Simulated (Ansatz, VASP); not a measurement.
## TaRu in VASP and in Ansatz

```
CELL_PARAMETERS angstrom
3.22894 0.00000 0.00000
0.00000 3.22894 0.00000
0.00000 0.00000 3.22894
ATOMIC_POSITIONS crystal
Ta 0.50000 0.50000 0.50000
Ru 0.00000 0.00000 0.00000
```

Change from the starting cell: volume scaled by 1.04, crystal datasets.

Alike in both runs: task electric field gradients; functional LDA; k mesh 13 × 13 × 13; occupations fermi-dirac, width 0.03 eV; no spin polarisation.

|  | VASP | Ansatz |
| --- | --- | --- |
| version | VASP 6.6.1 | Ansatz 0.2.0 |
| potentials or method | VASP PAW LDA potentials, release 64 (Ta_pv, Ru_pv), cutoff 520 eV | all-electron PAW with datasets made for the crystal, scalar-relativistic |

VASP gave:

* pressure (GPa): -23.2

Problem. What did Ansatz give for the same quantities?

Solution. Pressure (GPa): -23.8.

LDA's correlation is that of Perdew and Zunger in VASP and of Perdew and Wang (1992) in Ansatz. Ansatz ran all-electron here, and VASP with PAW potentials.

Spin-orbit coupling is off throughout.
